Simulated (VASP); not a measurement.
# NaV16 (a cell with a defect) in VASP: single point with PBEsol

Aim: the single point of NaV16 (a cell with a defect) with PBEsol.

All numbers are computed with VASP 6.6.1; they aren't measurements. Logs are shortened: lines on timing, memory, paths and dates and some standing lists are left out, and cuts for length are marked.

**1. The cell of the first run**

The cell holds a defect, 17 atoms: a = 6.040 Å, b = 6.040 Å, c = 6.040 Å, α = 90.00°, β = 90.00°, γ = 90.00°.

**2. Single point, PBEsol**

The input, INCAR:

```
ALGO = Normal ; EDIFF = 1E-6
ENCUT = 520 ; GGA = PS
ISIF = 2 ; ISMEAR = -1
LASPH = True ; LCHARG = True
LELF = True ; LREAL = Auto
LVHAR = True ; LWAVE = False
NBANDS = 122 ; NELM = 80
PREC = Accurate ; SIGMA = 0.15
```

The input, KPOINTS:

```
k-points
0
Gamma
  2 2 2
```

The input, POSCAR:

```
NaV16
1.0
    6.0400000000      0.0000000000      0.0000000000
    0.0000000000      6.0400000000      0.0000000000
    0.0000000000      0.0000000000      6.0400000000
V Na
16 1
Direct
   -0.0049903045     -0.0019150393      0.0068369912
    0.4979789492      0.0099085675      0.0119357750
   -0.0161899507      0.4954316437      0.0120469481
   -0.0303521470      0.0234016165      0.4834136413
    0.2446253182      0.2521271057      0.2552902782
    0.5691257632      0.4244247905      0.0824494414
    0.4922817154     -0.0020898454      0.5095089187
    0.7652723163      0.2279251795      0.2798694850
   -0.0046922528      0.5007455773      0.5093910446
    0.2390184663      0.7543721985      0.2671206263
    0.2386986986      0.2400939802      0.7530936896
    0.4979035865      0.4953523264      0.4975808338
    0.7409651243      0.7487538622      0.2552465399
    0.7414931818      0.2520185979      0.7583746630
    0.1652967523      0.8273200850      0.6805298671
    0.7530682893      0.7542514917      0.7529562574
    0.3675202937      0.6260716620     -0.1188609006
```

Potentials or basis: VASP PAW PBE potentials, release 64 (V_sv, Na_pv).

The run is started by

```bash
> cat potpaw_PBE.64/V_sv/POTCAR potpaw_PBE.64/Na_pv/POTCAR > POTCAR
> mpirun -np 1 vasp_std > vasp.out
```

OUTCAR:

```text
EDIFF = 1E-6
   ENCUT = 520
   GGA = PS
   ISIF = 2
   ISMEAR = -1
   LASPH = True
   LREAL = Auto
   NELM = 80
   PREC = Accurate

 ion  position               nearest neighbor table
   1  0.995  0.998  0.007-  15 2.45   8 2.56  11 2.58  16 2.58  10 2.61  13 2.62   5 2.62  14 2.64
                             4 2.89
   2  0.498  0.010  0.012-  17 2.57   6 2.58   5 2.58  14 2.58  13 2.61  11 2.61   8 2.64  10 2.68
                            16 2.68
   3  0.984  0.495  0.012-  17 2.57   6 2.58  13 2.58  14 2.58   5 2.61  16 2.61   8 2.64  11 2.68
                            10 2.68
   4  0.970  0.023  0.483-  15 2.05   8 2.14  13 2.56  14 2.56   5 2.56  10 2.64  16 2.65  11 2.65
                             1 2.89   9 2.89   7 2.89
   5  0.245  0.252  0.255-   6 2.45   4 2.56  12 2.58   2 2.58   3 2.61   9 2.62   1 2.62   7 2.64
                             8 2.90
   6  0.569  0.424  0.082-   8 2.06  17 2.11  14 2.45  13 2.45   5 2.45   2 2.58   3 2.58  12 2.58
[... 19 lines left out ...]
  16  0.753  0.754  0.753-  15 2.57  17 2.57   9 2.58   1 2.58   7 2.61   3 2.61   4 2.65  12 2.68
                             2 2.68
  17  0.368  0.626  0.881-  15 2.11   6 2.11  12 2.57   3 2.57   2 2.57  16 2.57  10 2.58  11 2.58

  LATTYP: Found a simple cubic cell.
 ALAT       =     6.0400000000

  Lattice vectors:

 A1 = (   6.0400000000,   0.0000000000,   0.0000000000)
 A2 = (   0.0000000000,   6.0400000000,   0.0000000000)
 A3 = (   0.0000000000,   0.0000000000,   6.0400000000)

Analysis of symmetry for initial positions (statically):
=====================================================================
 Subroutine PRICEL returns:
 Original cell was already a primitive cell.

 Routine SETGRP: Setting up the symmetry group for a
 simple cubic supercell.

 Subroutine GETGRP returns: Found  1 space group operations
 (whereof  1 operations were pure point group operations)
 out of a pool of 48 trial point group operations.

The static configuration has the point symmetry C_1 .

Analysis of symmetry for dynamics (positions and initial velocities):
=====================================================================
 Subroutine PRICEL returns:
 Original cell was already a primitive cell.

 Routine SETGRP: Setting up the symmetry group for a
 simple cubic supercell.

 Subroutine GETGRP returns: Found  1 space group operations
 (whereof  1 operations were pure point group operations)
 out of a pool of 48 trial point group operations.

The dynamic configuration has the point symmetry C_1 .

 Subroutine INISYM returns: Found  1 space group operations
[... 116 lines left out ...]
   ISIF   =      2    stress and relaxation
   ISYM   =      2    0-nonsym 1-usesym 2-fastsym
   POTIM  = 0.5000    time-step for ionic-motion
   TEBEG  =    0.0;   TEEND  =   0.0 temperature during run
   PSTRESS=    0.0 pullay stress
   NELECT =     215.0000    total number of electrons
   NUPDOWN=      -1.0000    fix difference up-down
   EMIN   =  10.00;   EMAX   =-10.00  energy-range for DOS
   EFERMI =   0.00;   METHOD = LEGACY
   ISMEAR =    -1;   SIGMA  =   0.15  broadening in eV -4-tet -1-fermi 0-gaus
   EFERMI_NEDOS =   21; number of points for ismear=-14 and -15
   IALGO  =     38    algorithm
   IMIX   =      4    mixing-type and parameters
     AMIX     =   0.40;   BMIX     =  1.00
     AMIX_MAG =   1.60;   BMIX_MAG =  1.00
  volume/ion in A,a.u.               =      12.96        87.47
  Fermi-wavevector in a.u.,A,eV,Ry     =   1.623743  3.068430 35.872337  2.636542
  Thomas-Fermi vector in A             =   2.717144
   LORBIT       =      0    0 simple, 1 ext, 2 COOP (PROOUT), +10 PAW based schemes
   GGA     = PS    functional components
   LHFCALC =     F    Hartree Fock is set to
   AEXX    =    0.0000 exact exchange contribution
   IVDW    =     0    specifies the selected vdW correction
   LEPSILON=     F    determine dielectric tensor
   LRPA    =     F    only Hartree local field effects (RPA)
 non-spin polarized calculation
  energy-cutoff  :      520.00
  volume of cell :      220.35
 maximum number of plane-waves:      6031
 NGX is ok and might be reduce to    48
   NGX = 23   NGY = 23   NGZ = 23

 number of electron     215.0000004 magnetization

 Free energy of the ion-electron system (eV)
  ---------------------------------------------------
  ext. energy  EPLUGINS =         0.00000000
  ---------------------------------------------------
  free energy    TOTEN  =      -149.01086565 eV

  energy without entropy =     -147.52344231  energy(sigma->0) =     -148.26715398

 E-fermi :   9.8489     XC(G=0): -13.0767

 val. band max:        9.7937388135   @ k =   0.0000   0.0000   0.0000
 cond. band min:       9.8721169590   @ k =   0.0000   0.0000   0.0000
 fundamental gap:      0.0783781455
 Fermi energy:         9.8489149365

 k-point     1 :       0.0000    0.0000    0.0000
  band No.  band energies     occupation
      1     -53.8045      2.00000
      2     -53.6480      2.00000
      3     -53.6115      2.00000
      4     -53.6113      2.00000
      5     -53.6085      2.00000
      6     -53.5994      2.00000
[... 965 lines left out ...]
    118      11.1812      0.00028
    119      11.3058      0.00012
 [bands above 119 left out]

------------------------ aborting loop because EDIFF is reached ----------------------------------------

  FORCE on cell =-STRESS in cart. coord.  units (eV):
  Direction    XX          YY          ZZ          XY          YZ          ZX
  --------------------------------------------------------------------------------------
  -------------------------------------------------------------------------------------
  Total       11.0553878     11.0067376     11.0206888     -2.7916661     -2.7942636      2.8066683
  in kB       80.3847651     80.0310247     80.1324654    -20.2984671    -20.3173537     20.4075495
  external PRESSURE =      80.1827518 kB  Pullay stress =       0.0000000 kB

 VOLUME and BASIS-vectors are now :
 -----------------------------------------------------------------------------
  energy-cutoff  :      520.00
  volume of cell :      220.35
      direct lattice vectors                 reciprocal lattice vectors
     6.040000000  0.000000000  0.000000000     0.165562914  0.000000000  0.000000000
     0.000000000  6.040000000  0.000000000     0.000000000  0.165562914  0.000000000
     0.000000000  0.000000000  6.040000000     0.000000000  0.000000000  0.165562914

 POSITION                                       TOTAL-FORCE (eV/Angst)
 -----------------------------------------------------------------------------------
      6.00986      6.02843      0.04130         0.006517      0.004659      0.004778
      3.00779      0.05985      0.07209        -0.001561     -0.005877      0.004524
      5.94221      2.99241      0.07276        -0.007911     -0.009365      0.006914
      5.85667      0.14135      2.91982        -0.072561      0.084446     -0.069395
      1.47754      1.52285      1.54195         0.001238     -0.000809      0.000246
      3.43752      2.56353      0.49799        -0.091856      0.089755     -0.084631
[... 9 lines left out ...]
      4.54853      4.55568      4.54786        -0.003300      0.016522     -0.012232
      2.21982      3.78147      5.32208        -0.002527      0.004068     -0.000881
 -----------------------------------------------------------------------------------
    total drift:                                0.001463     -0.000001     -0.007210

  FREE ENERGIE OF THE ION-ELECTRON SYSTEM (eV)
  ---------------------------------------------------
  free  energy   TOTEN  =      -149.0108656461 eV

  energy  without entropy=     -147.5234423079  energy(sigma->0) =     -148.26715398
```

OSZICAR:

```text
N       E                     dE             d eps       ncg     rms          rms(c)
DAV:   1     0.389001975832E+04    0.38900E+04   -0.12254E+05  1960   0.213E+03
DAV:   2     0.111862682596E+03   -0.37782E+04   -0.37306E+04  1952   0.738E+02
DAV:   3    -0.158901248452E+03   -0.27076E+03   -0.26071E+03  2576   0.217E+02
[... 15 lines left out ...]
DAV:  19    -0.149010895965E+03   -0.62607E-05   -0.35288E-04  2656   0.107E-01    0.705E-02
DAV:  20    -0.149010874218E+03    0.21746E-04   -0.12671E-04  2504   0.728E-02    0.359E-02
DAV:  21    -0.149010869312E+03    0.49061E-05   -0.31172E-05  2464   0.312E-02    0.192E-02
DAV:  22    -0.149010865969E+03    0.33437E-05   -0.15358E-05  2040   0.231E-02    0.452E-03
DAV:  23    -0.149010865646E+03    0.32258E-06   -0.11744E-06  1248   0.691E-03
   1 F= -.14901087E+03 E0= -.14826715E+03  d E =-.148742E+01
```

Wall time 17 min (1 thread of AMD EPYC 9755, shared host); peak memory 0.36 GiB.

What came out:

| Property | Result |
| --- | --- |
| Free energy | -149.0109 eV |
| Pressure | 8.0 GPa |
| Largest force | 0.174 eV/Å |
| Band gap on the k mesh | zero (an odd number of electrons rules out a gap without spin polarisation) |

Forces in eV/Å, atoms in the order of the input:
```
V    0.007  0.005  0.005
V   -0.002 -0.006  0.005
V   -0.008 -0.009  0.007
V   -0.073  0.084 -0.069
V    0.001 -0.001  0.000
V   -0.092  0.090 -0.085
V    0.001  0.000 -0.006
V    0.079 -0.080  0.071
V   -0.001 -0.008 -0.007
V   -0.016  0.011  0.005
V    0.001  0.000 -0.012
V    0.008 -0.008 -0.002
V    0.006  0.002  0.002
V   -0.011 -0.001  0.000
V    0.104 -0.099  0.099
V   -0.003  0.017 -0.012
Na  -0.003  0.004 -0.001
```

Caveat: the k points lie up to 0.52 Å⁻¹ apart, too coarse for converged energies and pressures of a metal; atoms lie so close that the PAW spheres overlap strongly, which falsifies energies and pressures; the PAW data sets were made with another functional, which shifts forces and pressure a little.

The gap in the log of VASP goes by the Fermi energy; the results here count the filled bands.